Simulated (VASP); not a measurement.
# CaO in VASP: further runs

CaO is run at these levels: PBEsol; tasks: single point.

Program: VASP 6.6.1. These are calculated values, not measurements. Logs are shortened: lines on timing, memory, paths and dates and some standing lists are left out, and cuts for length are marked.

## (1) The cell of the first run

The cell holds layers a few Å apart, 4 atoms: a = 3.992 Å, b = 3.992 Å, c = 5.285 Å, α = 90.00°, β = 90.00°, γ = 120.00°.

## (2) Single point, PBEsol

File INCAR:

```
PREC = Accurate
ENCUT = 520
EDIFF = 1E-6
ISMEAR = -1
SIGMA = 0.1
LREAL = False
LASPH = True
NELM = 120
ALGO = Normal
ISIF = 2
LWAVE = False
LCHARG = False
GGA = PS
NBANDS = 24
GGA_COMPAT = False
NELMDL = -8
```

File KPOINTS:

```
regular mesh
0
Gamma
  4 4 3
```

File POSCAR:

```
CaO
1.0
    3.9919760000      0.0000000000      0.0000000000
   -1.9959880000      3.4571520000      0.0000000000
    0.0000000000      0.0000000000      5.2848400000
Ca O
2 2
Direct
    0.3333333333      0.6666666667      0.6790423173
    0.6666666667      0.3333333333      0.2263474391
    0.3333333333      0.6666666667      0.2263474391
    0.6666666667      0.3333333333      0.6790423173
```

Potentials or basis: VASP PAW PBE potentials, release 64 (Ca_sv, O).

Started as:

```bash
cat potpaw_PBE.64/Ca_sv/POTCAR potpaw_PBE.64/O/POTCAR > POTCAR
mpirun -np 1 vasp_std > vasp.out
```

OUTCAR:

```text
PREC = Accurate
   ENCUT = 520
   EDIFF = 1E-6
   ISMEAR = -1
   LREAL = False
   LASPH = True
   NELM = 120
   ISIF = 2
   GGA = PS
   NELMDL = -8

 ion  position               nearest neighbor table
   1  0.333  0.667  0.679-   4 2.30   4 2.30   4 2.30   3 2.39
   2  0.667  0.333  0.226-   3 2.30   3 2.30   3 2.30   4 2.39
   3  0.333  0.667  0.226-   2 2.30   2 2.30   2 2.30   1 2.39
   4  0.667  0.333  0.679-   1 2.30   1 2.30   1 2.30   2 2.39

  LATTYP: Found a hexagonal cell.
 ALAT       =     3.9919760000
 C/A-ratio  =     1.3238656745

  Lattice vectors:

 A1 = (   3.9919760000,   0.0000000000,   0.0000000000)
 A2 = (  -1.9959880000,   3.4571520000,   0.0000000000)
 A3 = (   0.0000000000,   0.0000000000,   5.2848400000)

Analysis of symmetry for initial positions (statically):
=====================================================================
 Subroutine PRICEL returns:
 Original cell was already a primitive cell.

 Routine SETGRP: Setting up the symmetry group for a
 hexagonal supercell.

 Subroutine GETGRP returns: Found 12 space group operations
 (whereof  6 operations were pure point group operations)
 out of a pool of 24 trial point group operations.

The static configuration has the point symmetry C_3v.
 The point group associated with its full space group is D_3d.

Analysis of symmetry for dynamics (positions and initial velocities):
=====================================================================
 Subroutine PRICEL returns:
 Original cell was already a primitive cell.

 Routine SETGRP: Setting up the symmetry group for a
 hexagonal supercell.

 Subroutine GETGRP returns: Found 12 space group operations
 (whereof  6 operations were pure point group operations)
 out of a pool of 24 trial point group operations.

The dynamic configuration has the point symmetry C_3v.
 The point group associated with its full space group is D_3d.

 Subroutine INISYM returns: Found 12 space group operations
 (whereof  6 operations are pure point group operations),
 and found     1 'primitive' translations

----------------------------------------------------------------------------------------

                                     Primitive cell

  volume of cell :      72.9354

  direct lattice vectors                    reciprocal lattice vectors
     3.991976000  0.000000000  0.000000000     0.250502508  0.144627717  0.000000000
    -1.995988000  3.457152000  0.000000000     0.000000000  0.289255433  0.000000000
     0.000000000  0.000000000  5.284840000     0.000000000  0.000000000  0.189220487

  length of vectors
     3.991976000  3.991975457  5.284840000     0.289255394  0.289255433  0.189220487

  position of ions in fractional coordinates (direct lattice)
     0.333333333  0.666666667  0.679042317
     0.666666667  0.333333333  0.226347439
     0.333333333  0.666666667  0.226347439
     0.666666667  0.333333333  0.679042317

  ion indices of the primitive-cell ions
   primitive index   ion index
                 1           1
                 2           2
                 3           3
                 4           4

----------------------------------------------------------------------------------------

 KPOINTS: regular mesh

Automatic generation of k-mesh.
 Grid dimensions read from file:
 generate k-points for:    4    4    3

 Generating k-lattice:

  Cartesian coordinates                     Fractional coordinates (reciprocal lattice)
     0.062625627  0.036156929  0.000000000     0.250000000  0.000000000  0.000000000
     0.000000000  0.072313858  0.000000000     0.000000000  0.250000000  0.000000000
     0.000000000  0.000000000  0.063073496     0.000000000  0.000000000  0.333333333

  Length of vectors
     0.072313849  0.072313858  0.063073496

  Shift w.r.t. Gamma in fractional coordinates (k-lattice)
     0.000000000  0.000000000  0.000000000

 Subroutine IBZKPT returns following result:
 ===========================================

 Found      9 irreducible k-points:

 Following reciprocal coordinates:
            Coordinates               Weight
  0.000000  0.000000  0.000000      1.000000
  0.250000  0.000000  0.000000      6.000000
  0.500000  0.000000  0.000000      3.000000
  0.250000  0.250000  0.000000      6.000000
  0.000000  0.000000  0.333333      2.000000
  0.250000  0.000000  0.333333      6.000000
  0.000000  0.250000  0.333333      6.000000
  0.500000  0.000000  0.333333      6.000000
  0.250000  0.250000  0.333333     12.000000
   k-points           NKPTS =      9   k-points in BZ     NKDIM =      9   number of bands    NBANDS=     24
   number of dos      NEDOS =    301   number of ions     NIONS =      4
   total plane-waves  NPLWV =  36000
   dimension x,y,z NGX =    30 NGY =   30 NGZ =   40
   dimension x,y,z NGXF=    60 NGYF=   60 NGZF=   80
   ions per type =               2   2
   NGX,Y,Z   is equivalent  to a cutoff of  12.49, 12.49, 12.58 a.u.
   NGXF,Y,Z  is equivalent  to a cutoff of  24.99, 24.99, 25.17 a.u.
 SYSTEM =  unknown system
   PREC   = accura    normal or accurate (medium, high low for compatibility)
   ISTART =      0    job   : 0-new  1-cont  2-samecut
   ICHARG =      2    charge: 1-file 2-atom 10-const
   ISPIN  =      1    spin polarized calculation?
   LNONCOLLINEAR =      F non collinear calculations
   LSORBIT =      F    spin-orbit coupling
   LASPH  =      T    aspherical Exc in radial PAW
   ENCUT  =  520.0 eV  38.22 Ry    6.18 a.u.   7.42  7.42  9.83*2*pi/ulx,y,z
   NELM   =    120;   NELMIN=  2; NELMDL= -8     # of ELM steps
   EDIFF  = 0.1E-05   stopping-criterion for ELM
   LREAL  =      F    real-space projection
   EDIFFG = 0.1E-04   stopping-criterion for IOM
   NSW    =      0    number of steps for IOM
   IBRION =     -1    ionic relax: 0-MD 1-quasi-New 2-CG
   NFREE  =      0    steps in history (QN), initial steepest desc. (CG)
   ISIF   =      2    stress and relaxation
   ISYM   =      2    0-nonsym 1-usesym 2-fastsym
   POTIM  = 0.5000    time-step for ionic-motion
   TEBEG  =    0.0;   TEEND  =   0.0 temperature during run
   PSTRESS=    0.0 pullay stress
   NELECT =      32.0000    total number of electrons
   NUPDOWN=      -1.0000    fix difference up-down
   EMIN   =  10.00;   EMAX   =-10.00  energy-range for DOS
   EFERMI =   0.00;   METHOD = LEGACY
   ISMEAR =    -1;   SIGMA  =   0.10  broadening in eV -4-tet -1-fermi 0-gaus
   EFERMI_NEDOS =   21; number of points for ismear=-14 and -15
   IALGO  =     38    algorithm
   IMIX   =      4    mixing-type and parameters
     AMIX     =   0.40;   BMIX     =  1.00
     AMIX_MAG =   1.60;   BMIX_MAG =  1.00
  volume/ion in A,a.u.               =      18.23       123.05
  Fermi-wavevector in a.u.,A,eV,Ry     =   1.243976  2.350774 21.054700  1.547477
  Thomas-Fermi vector in A             =   2.378263
   LORBIT       =      0    0 simple, 1 ext, 2 COOP (PROOUT), +10 PAW based schemes
   GGA     = PS    functional components
   LHFCALC =     F    Hartree Fock is set to
   AEXX    =    0.0000 exact exchange contribution
   IVDW    =     0    specifies the selected vdW correction
   LEPSILON=     F    determine dielectric tensor
   LRPA    =     F    only Hartree local field effects (RPA)
 non-spin polarized calculation
  energy-cutoff  :      520.00
  volume of cell :       72.94
 maximum number of plane-waves:      1970
 NGX is ok and might be reduce to    30
   NGX = 15   NGY = 15   NGZ = 19

 number of electron      32.0000001 magnetization

 Free energy of the ion-electron system (eV)
  ---------------------------------------------------
  ext. energy  EPLUGINS =         0.00000000
  ---------------------------------------------------
  free energy    TOTEN  =       -26.06852174 eV

  energy without entropy =      -26.06852159  energy(sigma->0) =      -26.06852167

 E-fermi :   2.0633     XC(G=0):  -9.1753

 val. band max:        0.5990612223   @ k =   0.0000   0.0000   0.0000
 cond. band min:       3.4333640045   @ k =   0.0000   0.0000   0.0000
 fundamental gap:      2.8343027822
 Fermi energy:         2.0633203840

 k-point     1 :       0.0000    0.0000    0.0000
  band No.  band energies     occupation
      1     -36.9960      2.00000
      2     -36.9127      2.00000
      3     -18.4024      2.00000
      4     -18.1149      2.00000
      5     -18.1149      2.00000
      6     -17.9893      2.00000
[... 16 lines left out ...]
     23       8.7754      0.00000
     24       9.2332      0.00000

 k-point     2 :       0.2500    0.0000    0.0000
  band No.  band energies     occupation
      1     -36.9789      2.00000
      2     -36.9169      2.00000
      3     -18.4136      2.00000
      4     -18.3532      2.00000
      5     -18.1506      2.00000
      6     -18.1443      2.00000
[... 16 lines left out ...]
     23       8.6463      0.00000
     24       8.8530      0.00000

 k-point     3 :       0.5000    0.0000    0.0000
  band No.  band energies     occupation
      1     -36.9553      2.00000
      2     -36.9276      2.00000
      3     -18.5548      2.00000
      4     -18.5032      2.00000
      5     -18.1833      2.00000
      6     -18.1456      2.00000
[... 16 lines left out ...]
     23       8.4264      0.00000
     24       8.9555      0.00000

 k-point     4 :       0.2500    0.2500    0.0000
  band No.  band energies     occupation
      1     -36.9553      2.00000
      2     -36.9276      2.00000
      3     -18.5085      2.00000
      4     -18.5026      2.00000
      5     -18.2270      2.00000
      6     -18.1407      2.00000
[... 16 lines left out ...]
     23       8.4900      0.00000
     24       8.8971      0.00000

 k-point     5 :       0.0000    0.0000    0.3333
  band No.  band energies     occupation
      1     -36.9839      2.00000
      2     -36.9247      2.00000
      3     -18.3618      2.00000
      4     -18.1126      2.00000
      5     -18.0965      2.00000
      6     -18.0965      2.00000
[... 16 lines left out ...]
     23       8.5113      0.00000
     24       9.4061      0.00000

 k-point     6 :       0.2500    0.0000    0.3333
  band No.  band energies     occupation
      1     -36.9699      2.00000
      2     -36.9257      2.00000
      3     -18.4782      2.00000
      4     -18.4205      2.00000
      5     -18.1267      2.00000
      6     -18.0698      2.00000
[... 16 lines left out ...]
     23       8.6600      0.00000
     24       8.7396      0.00000

 k-point     7 :       0.0000    0.2500    0.3333
  band No.  band energies     occupation
      1     -36.9699      2.00000
      2     -36.9257      2.00000
      3     -18.4895      2.00000
      4     -18.4032      2.00000
      5     -18.1275      2.00000
      6     -18.0854      2.00000
[... 16 lines left out ...]
     23       8.6085      0.00000
     24       8.8372      0.00000

 k-point     8 :       0.5000    0.0000    0.3333
  band No.  band energies     occupation
      1     -36.9511      2.00000
      2     -36.9315      2.00000
      3     -18.6381      2.00000
      4     -18.5992      2.00000
      5     -18.1558      2.00000
      6     -18.0551      2.00000
[... 16 lines left out ...]
     23       8.6136      0.00000
     24       8.7975      0.00000

 k-point     9 :       0.2500    0.2500    0.3333
  band No.  band energies     occupation
      1     -36.9512      2.00000
      2     -36.9314      2.00000
      3     -18.6110      2.00000
      4     -18.5876      2.00000
      5     -18.1956      2.00000
      6     -18.0572      2.00000
[... 16 lines left out ...]
     23       8.6688      0.00000
     24       8.9674      0.00000

------------------------ aborting loop because EDIFF is reached ----------------------------------------

  FORCE on cell =-STRESS in cart. coord.  units (eV):
  Direction    XX          YY          ZZ          XY          YZ          ZX
  --------------------------------------------------------------------------------------
  -------------------------------------------------------------------------------------
  Total       -2.2666615     -2.2666607     -3.9021432      0.0000000      0.0000000      0.0000000
  in kB      -49.7919366    -49.7919185    -85.7186932      0.0000000      0.0000000      0.0000000
  external PRESSURE =     -61.7675161 kB  Pullay stress =       0.0000000 kB

 VOLUME and BASIS-vectors are now :
 -----------------------------------------------------------------------------
  energy-cutoff  :      520.00
  volume of cell :       72.94
      direct lattice vectors                 reciprocal lattice vectors
     3.991976000  0.000000000  0.000000000     0.250502508  0.144627717  0.000000000
    -1.995988000  3.457152000  0.000000000     0.000000000  0.289255433  0.000000000
     0.000000000  0.000000000  5.284840000     0.000000000  0.000000000  0.189220487

 POSITION                                       TOTAL-FORCE (eV/Angst)
 -----------------------------------------------------------------------------------
     -0.00000      2.30477      3.58863        -0.000000      0.000000      0.384443
      1.99599      1.15238      1.19621         0.000000     -0.000000     -0.384443
     -0.00000      2.30477      1.19621         0.000000      0.000000     -0.033345
      1.99599      1.15238      3.58863        -0.000000     -0.000000      0.033345
 -----------------------------------------------------------------------------------
    total drift:                                0.000000      0.000000      0.000003

  FREE ENERGIE OF THE ION-ELECTRON SYSTEM (eV)
  ---------------------------------------------------
  free  energy   TOTEN  =       -26.0685217409 eV

  energy  without entropy=      -26.0685215901  energy(sigma->0) =      -26.06852167
```

Wall time 26 s (1 thread of AMD EPYC 9R14 (Zen 4), shared host); peak memory 0.15 GiB.

What came out:

```yaml
Free_energy: -26.0685 eV
Largest_force: 0.384 eV/Å
Band_gap_on_the_k_mesh: 2.83 eV
```

Forces in eV/Å, atoms in the order of the input:
```
Ca   0.000  0.000  0.384
Ca   0.000  0.000 -0.384
O    0.000  0.000 -0.033
O    0.000  0.000  0.033
```

Caveat: the k points lie up to 0.45 Å⁻¹ apart; the PAW data sets were made with another functional, which shifts forces and pressure a little.

## (3) Single point, PBEsol

This run uses another cell than the first one, of 19.96 Å³/atom.

File INCAR:

```
SYSTEM = CaO
PREC = Accurate ; ENCUT = 520
EDIFF = 1E-6 ; ISMEAR = -1
SIGMA = 0.1 ; LREAL = .FALSE.
LASPH = .TRUE. ; NELM = 120
ALGO = Normal ; ISIF = 2
LWAVE = .FALSE. ; LCHARG = .FALSE.
GGA = PS ; NBANDS = 24
GGA_COMPAT = .FALSE. ; NELMDL = -8
```

File KPOINTS:

```
regular mesh
0
G
  4 4 3
  0 0 0
```

File POSCAR:

```
CaO
1.0
    3.9919760000      0.0000000000      0.0000000000
   -1.9959880000      3.4571520000      0.0000000000
    0.0000000000      0.0000000000      5.7848400000
Ca O
2 2
Direct
    0.3333333333      0.6666666667      0.6203507789
    0.6666666667      0.3333333333      0.2067835930
    0.3333333333      0.6666666667      0.2067835930
    0.6666666667      0.3333333333      0.6203507789
```

Potentials or basis: VASP PAW PBE potentials, release 64 (Ca_sv, O).

Started as:

```bash
cat potpaw_PBE.64/Ca_sv/POTCAR potpaw_PBE.64/O/POTCAR > POTCAR
mpirun -np 1 vasp_std > vasp.out
```

Run time: 30 s. Hardware: 1 thread of AMD EPYC 9R14 (Zen 4), shared host; peak memory 0.17 GiB.

The run converged. Its results:

| Quantity | Value |
| --- | --- |
| Free energy | -25.6911 eV |
| Largest force | 0.229 eV/Å |
| Band gap on the k mesh | 2.62 eV |

Forces in eV/Å, atoms in the order of the input:
```
Ca   0.000  0.000  0.169
Ca   0.000  0.000 -0.169
O    0.000  0.000  0.229
O    0.000  0.000 -0.229
```

Levels at points of the mesh, in eV from the valence-band top:
| k point | band 13 | band 14 | band 15 | band 16 | band 17 | band 18 | band 19 | band 20 |
| --- | --- | --- | --- | --- | --- | --- | --- | --- |
| (0.00, 0.00, 0.00) | -0.89 | -0.84 | -0.84 | 0.00 | 2.61 | 5.88 | 6.53 | 6.53 |
| (0.50, 0.00, 0.00) | -0.63 | -0.49 | -0.47 | -0.14 | 4.68 | 5.24 | 5.68 | 5.75 |

Caveat: the k points lie up to 0.45 Å⁻¹ apart; the PAW data sets were made with another functional, which shifts forces and pressure a little.

## (4) Single point, PBEsol

This run uses another cell than the first one, of 23.41 Å³/atom.

File INCAR:

```
SYSTEM = CaO
ALGO = Normal ; EDIFF = 1E-6
ENCUT = 520 ; GGA = PS
GGA_COMPAT = .False. ; ISIF = 2
ISMEAR = -1 ; LASPH = .True.
LCHARG = .True. ; LELF = .True.
LREAL = .False. ; LVHAR = .True.
LWAVE = .False. ; NBANDS = 24
NELM = 120 ; NELMDL = -8
PREC = Accurate ; SIGMA = 0.1
```

File KPOINTS:

```
k-points
0
Gamma
  4 4 3
  0 0 0
```

File POSCAR:

```
CaO
1.0
    3.9919760000      0.0000000000      0.0000000000
   -1.9959880000      3.4571520000      0.0000000000
    0.0000000000      0.0000000000      6.7848400000
Ca O
2 2
Direct
    0.3333333333      0.6666666667      0.5289188839
    0.6666666667      0.3333333333      0.1763062946
    0.3333333333      0.6666666667      0.1763062946
    0.6666666667      0.3333333333      0.5289188839
```

Started as:

```bash
cat potpaw_PBE.64/Ca_sv/POTCAR potpaw_PBE.64/O/POTCAR > POTCAR
mpirun -np 1 vasp_std > vasp.out
```

It took 40 s on 1 thread of AMD EPYC 9R14 (Zen 4), shared host; peak memory 0.17 GiB.

The run converged. Its results:

- Free energy: -25.3806 eV
- Largest force: 0.440 eV/Å
- Band gap on the k mesh: 2.48 eV (least direct gap 2.55 eV)

Forces on the atoms (eV/Å):
```
Ca   0.000  0.000 -0.148
Ca   0.000  0.000  0.148
O    0.000  0.000  0.440
O    0.000  0.000 -0.440
```

Levels at points of the mesh, in eV from the valence-band top:
| k point | band 13 | band 14 | band 15 | band 16 | band 17 | band 18 | band 19 | band 20 |
| --- | --- | --- | --- | --- | --- | --- | --- | --- |
| (0.00, 0.00, 0.00) | -0.73 | -0.69 | -0.69 | -0.07 | 2.48 | 5.43 | 6.55 | 6.81 |
| (0.50, 0.00, 0.00) | -0.39 | -0.33 | -0.28 | 0.00 | 4.85 | 5.36 | 5.41 | 6.05 |

Caveat: the k points lie up to 0.45 Å⁻¹ apart; the PAW data sets were made with another functional, which shifts forces and pressure a little.

## (5) Single point, PBEsol

This run uses another cell than the first one, of 26.86 Å³/atom.

File INCAR:

```
PREC = Accurate
ENCUT = 520
EDIFF = 1E-6
ISMEAR = -1
SIGMA = 0.1
LREAL = False
LASPH = True
NELM = 120
ALGO = Normal
ISIF = 2
LWAVE = False
LCHARG = False
GGA = PS
NBANDS = 24
GGA_COMPAT = False
NELMDL = -8
```

File KPOINTS:

```
regular mesh
0
Gamma
  4 4 3
```

File POSCAR:

```
CaO
1.0
    3.9919760000      0.0000000000      0.0000000000
   -1.9959880000      3.4571520000      0.0000000000
    0.0000000000      0.0000000000      7.7848400000
Ca O
2 2
Direct
    0.3333333333      0.6666666667      0.4609767189
    0.6666666667      0.3333333333      0.1536589063
    0.3333333333      0.6666666667      0.1536589063
    0.6666666667      0.3333333333      0.4609767189
```

Started as:

```bash
cat potpaw_PBE.64/Ca_sv/POTCAR potpaw_PBE.64/O/POTCAR > POTCAR
mpirun -np 1 vasp_std > vasp.out
```

Run time: 49 s. Hardware: 1 thread of AMD EPYC 9R14 (Zen 4), shared host; peak memory 0.19 GiB.

The run converged. Its results:

* Free energy: -25.3154 eV
* Largest force: 0.471 eV/Å
* Band gap on the k mesh: 2.54 eV (least direct gap 2.74 eV)

Forces on the atoms (eV/Å):
```
Ca   0.000  0.000 -0.246
Ca   0.000  0.000  0.246
O    0.000  0.000  0.471
O    0.000  0.000 -0.471
```

Levels at points of the mesh, in eV from the valence-band top:
| k point | band 14 | band 15 | band 16 | band 17 | band 18 | band 19 |
| --- | --- | --- | --- | --- | --- | --- |
| (0.00, 0.00, 0.00) | -0.68 | -0.68 | -0.19 | 2.54 | 5.17 | 5.79 |
| (0.50, 0.00, 0.00) | -0.33 | -0.27 | 0.00 | 5.00 | 5.37 | 5.47 |

Caveat: the k points lie up to 0.45 Å⁻¹ apart; the PAW data sets were made with another functional, which shifts forces and pressure a little.

## (6) Overview

```csv
cell,gap on the mesh (eV),largest force (eV/Å)
"a = 3.992, b = 3.992, c = 5.285 Å, angles 90.0, 90.0, 120.0°, 4 atoms",2.83,0.38
"a = 3.992, b = 3.992, c = 5.785 Å, angles 90.0, 90.0, 120.0°, 4 atoms",2.62,0.23
"a = 3.992, b = 3.992, c = 6.785 Å, angles 90.0, 90.0, 120.0°, 4 atoms",2.48,0.44
"a = 3.992, b = 3.992, c = 7.785 Å, angles 90.0, 90.0, 120.0°, 4 atoms",2.54,0.47
```

Alike in all rows: task single point; level PBEsol; potentials or basis VASP PAW PBE potentials, release 64 (Ca_sv, O); no spin polarisation; k mesh 4 × 4 × 3; cutoff (eV) 520; smearing fermi-dirac 0.1 eV.

Caveats: all runs use coarse meshes; the PAW data sets were made with another functional, which shifts forces and pressure a little.

Absolute energies hang on the potentials; compare differences alone.
